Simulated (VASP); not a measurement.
# BiS2 (P4_2/mnm) in VASP: notebook

The runs below take BiS2 through single point, relaxation of cell and atoms, with PBEsol.

Everything below comes from runs of VASP 6.6.1. Logs are shortened: lines on timing, memory, paths and dates and some standing lists are left out, and cuts for length are marked.

## (1) The cell of the first run

Symmetry: P4_2/mnm, No. 136, tetragonal system. Conventional cell: a = 6.162 Å, b = 6.162 Å, c = 4.258 Å, α = 90.00°, β = 90.00°, γ = 90.00°. Within 3.6 Å of Bi (site symmetry mmm) lie 6 S at 2.69 to 2.70 Å. Within 3.6 Å of S (site symmetry m2m) lie 3 Bi at 2.69 to 2.70 Å and 1 S at 3.33 Å.

## (2) Single point, PBEsol

Input file INCAR:

```
SYSTEM = BiS2
PREC = Accurate ; ENCUT = 520
EDIFF = 1E-6 ; ISMEAR = -1
SIGMA = 0.03 ; LREAL = .False.
LASPH = .True. ; NELM = 80
ALGO = Normal ; ISIF = 2
LWAVE = .False. ; LCHARG = .False.
GGA = PS ; NBANDS = 36
```

Input file KPOINTS:

```
Automatic mesh
0
Gamma
  4 4 6
  0 0 0
```

Input file POSCAR:

```
BiS2
1.0
    6.1621597714      0.0000000000      0.0000000000
    0.0000000000      6.1621597714      0.0000000000
    0.0000000000      0.0000000000      4.2582055989
Bi S
2 4
Direct
    0.5000000000      0.5000000000      0.5000000000
    0.0000000000      0.0000000000      0.0000000000
    0.6909852214      0.6909852214      0.0000000000
    0.8090147786      0.1909852214      0.5000000000
    0.3090147786      0.3090147786      0.0000000000
    0.1909852214      0.8090147786      0.5000000000
```

Potentials or basis: VASP PAW PBE potentials, release 64 (Bi_d, S).

The run is started by

```sh
> cat potpaw_PBE.64/Bi_d/POTCAR potpaw_PBE.64/S/POTCAR > POTCAR
> mpirun -np 1 vasp_std > vasp.out
```

OUTCAR:

```text
SYSTEM = BiS2
   PREC = Accurate
   ENCUT = 520
   EDIFF = 1E-6
   ISMEAR = -1
   LREAL = .False.
   LASPH = .True.
   NELM = 80
   ISIF = 2
   GGA = PS

 ion  position               nearest neighbor table
   1  0.500  0.500  0.500-   4 2.69   6 2.69   5 2.70   3 2.70   3 2.70   5 2.70
   2  0.000  0.000  0.000-   3 2.69   5 2.69   4 2.70   6 2.70   4 2.70   6 2.70
   3  0.691  0.691  0.000-   2 2.69   1 2.70   1 2.70
   4  0.809  0.191  0.500-   1 2.69   2 2.70   2 2.70
   5  0.309  0.309  0.000-   2 2.69   1 2.70   1 2.70
   6  0.191  0.809  0.500-   1 2.69   2 2.70   2 2.70

  LATTYP: Found a simple tetragonal cell.
 ALAT       =     6.1621597714
 C/A-ratio  =     0.6910248609

  Lattice vectors:

 A1 = (   6.1621597714,   0.0000000000,   0.0000000000)
 A2 = (   0.0000000000,   6.1621597714,   0.0000000000)
 A3 = (   0.0000000000,   0.0000000000,   4.2582055989)

Analysis of symmetry for initial positions (statically):
=====================================================================
 Subroutine PRICEL returns:
 Original cell was already a primitive cell.

 Routine SETGRP: Setting up the symmetry group for a
 simple tetragonal supercell.

 Subroutine GETGRP returns: Found 16 space group operations
 (whereof  8 operations were pure point group operations)
 out of a pool of 16 trial point group operations.

The static configuration has the point symmetry D_2h.
 The point group associated with its full space group is D_4h.

Analysis of symmetry for dynamics (positions and initial velocities):
=====================================================================
 Subroutine PRICEL returns:
 Original cell was already a primitive cell.

 Routine SETGRP: Setting up the symmetry group for a
 simple tetragonal supercell.

 Subroutine GETGRP returns: Found 16 space group operations
 (whereof  8 operations were pure point group operations)
 out of a pool of 16 trial point group operations.

The dynamic configuration has the point symmetry D_2h.
 The point group associated with its full space group is D_4h.

 Subroutine INISYM returns: Found 16 space group operations
 (whereof  8 operations are pure point group operations),
 and found     1 'primitive' translations

----------------------------------------------------------------------------------------

                                     Primitive cell

  volume of cell :     161.6935

  direct lattice vectors                    reciprocal lattice vectors
     6.162159771  0.000000000  0.000000000     0.162280765  0.000000000  0.000000000
     0.000000000  6.162159771  0.000000000     0.000000000  0.162280765  0.000000000
     0.000000000  0.000000000  4.258205599     0.000000000  0.000000000  0.234840704

  length of vectors
     6.162159771  6.162159771  4.258205599     0.162280765  0.162280765  0.234840704

  position of ions in fractional coordinates (direct lattice)
     0.500000000  0.500000000  0.500000000
     0.000000000  0.000000000  0.000000000
     0.690985221  0.690985221  0.000000000
     0.809014779  0.190985221  0.500000000
     0.309014779  0.309014779  0.000000000
     0.190985221  0.809014779  0.500000000

  ion indices of the primitive-cell ions
   primitive index   ion index
                 1           1
                 2           2
                 3           3
                 4           4
                 5           5
                 6           6

----------------------------------------------------------------------------------------

 KPOINTS: Automatic mesh

Automatic generation of k-mesh.
 Grid dimensions read from file:
 generate k-points for:    4    4    6

 Generating k-lattice:

  Cartesian coordinates                     Fractional coordinates (reciprocal lattice)
     0.040570191  0.000000000  0.000000000     0.250000000  0.000000000  0.000000000
     0.000000000  0.040570191  0.000000000     0.000000000  0.250000000  0.000000000
     0.000000000  0.000000000  0.039140117     0.000000000  0.000000000  0.166666667

  Length of vectors
     0.040570191  0.040570191  0.039140117

  Shift w.r.t. Gamma in fractional coordinates (k-lattice)
     0.000000000  0.000000000  0.000000000

 Subroutine IBZKPT returns following result:
 ===========================================

 Found     24 irreducible k-points:

 Following reciprocal coordinates:
            Coordinates               Weight
  0.000000  0.000000  0.000000      1.000000
  0.250000  0.000000  0.000000      4.000000
  0.500000  0.000000  0.000000      2.000000
  0.250000  0.250000  0.000000      4.000000
  0.500000  0.250000  0.000000      4.000000
  0.500000  0.500000  0.000000      1.000000
[... 16 lines left out ...]
  0.500000  0.250000  0.500000      4.000000
  0.500000  0.500000  0.500000      1.000000
   k-points           NKPTS =     24   k-points in BZ     NKDIM =     24   number of bands    NBANDS=     36
   number of dos      NEDOS =    301   number of ions     NIONS =      6
   total plane-waves  NPLWV =  73728
   dimension x,y,z NGX =    48 NGY =   48 NGZ =   32
   dimension x,y,z NGXF=    96 NGYF=   96 NGZF=   64
   ions per type =               2   4
   NGX,Y,Z   is equivalent  to a cutoff of  12.95, 12.95, 12.49 a.u.
   NGXF,Y,Z  is equivalent  to a cutoff of  25.90, 25.90, 24.99 a.u.
 SYSTEM =  BiS2
   PREC   = accura    normal or accurate (medium, high low for compatibility)
   ISTART =      0    job   : 0-new  1-cont  2-samecut
   ICHARG =      2    charge: 1-file 2-atom 10-const
   ISPIN  =      1    spin polarized calculation?
   LNONCOLLINEAR =      F non collinear calculations
   LSORBIT =      F    spin-orbit coupling
   LASPH  =      T    aspherical Exc in radial PAW
   ENCUT  =  520.0 eV  38.22 Ry    6.18 a.u.  11.46 11.46  7.92*2*pi/ulx,y,z
   NELM   =     80;   NELMIN=  2; NELMDL= -5     # of ELM steps
   EDIFF  = 0.1E-05   stopping-criterion for ELM
   LREAL  =      F    real-space projection
   EDIFFG = 0.1E-04   stopping-criterion for IOM
   NSW    =      0    number of steps for IOM
   IBRION =     -1    ionic relax: 0-MD 1-quasi-New 2-CG
   NFREE  =      0    steps in history (QN), initial steepest desc. (CG)
   ISIF   =      2    stress and relaxation
   ISYM   =      2    0-nonsym 1-usesym 2-fastsym
   POTIM  = 0.5000    time-step for ionic-motion
   TEBEG  =    0.0;   TEEND  =   0.0 temperature during run
   PSTRESS=    0.0 pullay stress
   NELECT =      54.0000    total number of electrons
   NUPDOWN=      -1.0000    fix difference up-down
   EMIN   =  10.00;   EMAX   =-10.00  energy-range for DOS
   EFERMI =   0.00;   METHOD = LEGACY
   ISMEAR =    -1;   SIGMA  =   0.03  broadening in eV -4-tet -1-fermi 0-gaus
   EFERMI_NEDOS =   21; number of points for ismear=-14 and -15
   IALGO  =     38    algorithm
   IMIX   =      4    mixing-type and parameters
     AMIX     =   0.40;   BMIX     =  1.00
     AMIX_MAG =   1.60;   BMIX_MAG =  1.00
  volume/ion in A,a.u.               =      26.95       181.86
  Fermi-wavevector in a.u.,A,eV,Ry     =   1.135818  2.146384 17.552624  1.290081
  Thomas-Fermi vector in A             =   2.272522
   LORBIT       =      0    0 simple, 1 ext, 2 COOP (PROOUT), +10 PAW based schemes
   GGA     = PS    functional components
   LHFCALC =     F    Hartree Fock is set to
   AEXX    =    0.0000 exact exchange contribution
   IVDW    =     0    specifies the selected vdW correction
   LEPSILON=     F    determine dielectric tensor
   LRPA    =     F    only Hartree local field effects (RPA)
 non-spin polarized calculation
  energy-cutoff  :      520.00
  volume of cell :      161.69
 maximum number of plane-waves:      4400
 NGX is ok and might be reduce to    48
   NGX = 23   NGY = 23   NGZ = 15

 number of electron      54.0000001 magnetization

 Free energy of the ion-electron system (eV)
  ---------------------------------------------------
  ext. energy  EPLUGINS =         0.00000000
  ---------------------------------------------------
  free energy    TOTEN  =       -25.80165258 eV

  energy without entropy =      -25.79450180  energy(sigma->0) =      -25.79807719

 E-fermi :   3.6605     XC(G=0):  -9.2709

 val. band max:        3.6299573127   @ k =   0.2500   0.0000   0.0000
 cond. band min:       3.7500317646   @ k =   0.0000   0.0000   0.1667
 fundamental gap:      0.1200744519
 Fermi energy:         3.6604955426

 k-point     1 :       0.0000    0.0000    0.0000
  band No.  band energies     occupation
      1     -18.9617      2.00000
      2     -18.9335      2.00000
      3     -18.9312      2.00000
      4     -18.9312      2.00000
      5     -18.9182      2.00000
      6     -18.9158      2.00000
[... 28 lines left out ...]
     35       9.4164      0.00000
     36      11.0321      0.00000

 k-point     2 :       0.2500    0.0000    0.0000
  band No.  band energies     occupation
      1     -18.9577      2.00000
      2     -18.9377      2.00000
      3     -18.9311      2.00000
      4     -18.9311      2.00000
      5     -18.9179      2.00000
      6     -18.9162      2.00000
[... 28 lines left out ...]
     35       9.9702      0.00000
     36      11.0101      0.00000

 k-point     3 :       0.5000    0.0000    0.0000
  band No.  band energies     occupation
      1     -18.9477      2.00000
      2     -18.9477      2.00000
      3     -18.9311      2.00000
      4     -18.9311      2.00000
      5     -18.9170      2.00000
      6     -18.9170      2.00000
[... 28 lines left out ...]
     35      10.8370      0.00000
     36      10.8370      0.00000
[... 742 lines left out ...]
 k-point    23 :       0.5000    0.2500    0.5000
  band No.  band energies     occupation
      1     -18.9581      2.00000
      2     -18.9581      2.00000
      3     -18.9363      2.00000
      4     -18.9363      2.00000
      5     -18.8936      2.00000
      6     -18.8936      2.00000
[... 28 lines left out ...]
     35      10.6336      0.00000
     36      10.6336      0.00000

 k-point    24 :       0.5000    0.5000    0.5000
  band No.  band energies     occupation
      1     -18.9545      2.00000
      2     -18.9545      2.00000
      3     -18.9398      2.00000
      4     -18.9398      2.00000
      5     -18.8936      2.00000
      6     -18.8936      2.00000
[... 28 lines left out ...]
     35      10.9616      0.00000
     36      10.9634      0.00000

------------------------ aborting loop because EDIFF is reached ----------------------------------------

  FORCE on cell =-STRESS in cart. coord.  units (eV):
  Direction    XX          YY          ZZ          XY          YZ          ZX
  --------------------------------------------------------------------------------------
  -------------------------------------------------------------------------------------
  Total       -0.0390951     -0.0390951      0.0016060     -0.0000000      0.0000000      0.0000000
  in kB       -0.3873831     -0.3873831      0.0159133     -0.0000000      0.0000000      0.0000000
  external PRESSURE =      -0.2529510 kB  Pullay stress =       0.0000000 kB

 VOLUME and BASIS-vectors are now :
 -----------------------------------------------------------------------------
  energy-cutoff  :      520.00
  volume of cell :      161.69
      direct lattice vectors                 reciprocal lattice vectors
     6.162159771  0.000000000  0.000000000     0.162280765  0.000000000  0.000000000
     0.000000000  6.162159771  0.000000000     0.000000000  0.162280765  0.000000000
     0.000000000  0.000000000  4.258205599     0.000000000  0.000000000  0.234840704

 POSITION                                       TOTAL-FORCE (eV/Angst)
 -----------------------------------------------------------------------------------
      3.08108      3.08108      2.12910         0.000000      0.000000      0.000000
      0.00000      0.00000      0.00000         0.000000      0.000000      0.000000
      4.25796      4.25796      0.00000        -0.000585     -0.000585     -0.000000
      4.98528      1.17688      2.12910         0.000585     -0.000585     -0.000000
      1.90420      1.90420      0.00000         0.000585      0.000585      0.000000
      1.17688      4.98528      2.12910        -0.000585      0.000585      0.000000
 -----------------------------------------------------------------------------------
    total drift:                               -0.000000     -0.000000     -0.000000

  FREE ENERGIE OF THE ION-ELECTRON SYSTEM (eV)
  ---------------------------------------------------
  free  energy   TOTEN  =       -25.8016525845 eV

  energy  without entropy=      -25.7945017993  energy(sigma->0) =      -25.79807719
```

It took 49 s on 1 thread of Intel Xeon 6975P-C (Granite Rapids), shared host; peak memory 0.31 GiB.

What came out:

- Free energy: -25.8017 eV
- Pressure: 0.0 GPa
- Band gap on the k mesh: zero (bands 27 and 28 overlap by 1.36 eV)

Caveat: the PAW data sets were made with another functional, which shifts forces and pressure a little; spin-orbit coupling is left out, which moves the levels of the heavy elements.

(Continued in part 2 of 2.)
